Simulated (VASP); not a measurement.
Here is a VASP 6.6.1 calculation.

POSCAR

```
InP
1.0
    0.0000000000      2.9535689145      2.8649618471
    2.9535689145      0.0000000000      2.8649618471
    2.9535689145      2.9535689145      0.0000000000
In P
1 1
Direct
    0.0000000000      0.0000000000      0.0000000000
    0.7500000000      0.7500000000      0.7500000000
```

File INCAR.step1:

```
SYSTEM = InP
PREC = Accurate
ENCUT = 520
ISMEAR = 0
SIGMA = 0.05
LREAL = .FALSE.
LASPH = .TRUE.
NELM = 80
NBANDS = 16
GGA = PE
ALGO = Normal
EDIFF = 1E-4
LWAVE = .TRUE.
LCHARG = .FALSE.
```

Contents of INCAR.step2:

```
SYSTEM = InP
PREC = Accurate
ENCUT = 520
EDIFF = 1E-6
ISMEAR = 0
SIGMA = 0.05
LREAL = .FALSE.
LASPH = .TRUE.
NELM = 80
ALGO = Normal
ISIF = 2
LWAVE = .FALSE.
LCHARG = .FALSE.
METAGGA = R2SCAN
LMIXTAU = .TRUE.
NBANDS = 16
ISTART = 1
```

Contents of KPOINTS:

```
Automatic mesh
0
G
  8 8 8
  0 0 0
```

Potentials or basis: VASP PAW PBE potentials, release 64 (In_d, P).

Run with:

```console
$ cat potpaw_PBE.64/In_d/POTCAR potpaw_PBE.64/P/POTCAR > POTCAR
$ cp INCAR.step1 INCAR
$ mpirun -np 1 vasp_std > vasp.out
$ cp INCAR.step2 INCAR
$ mpirun -np 1 vasp_std > vasp.out
```

Q: What does it give for the band gap on the k mesh?

A: 1.11 eV.

Q: Estimate the pressure.

A: 2.1 GPa.

Stress tensor (GPa, compression positive):
```
1.67 0.00 0.00
0.00 1.67 0.00
0.00 0.00 2.92
```

Caveat: the cell differs from its parent crystal (strain +0.000 along x and y, -0.030 along z); the PAW data sets were made with another functional, which shifts forces and pressure a little; spin-orbit coupling is left out, which moves the levels of the heavy elements.
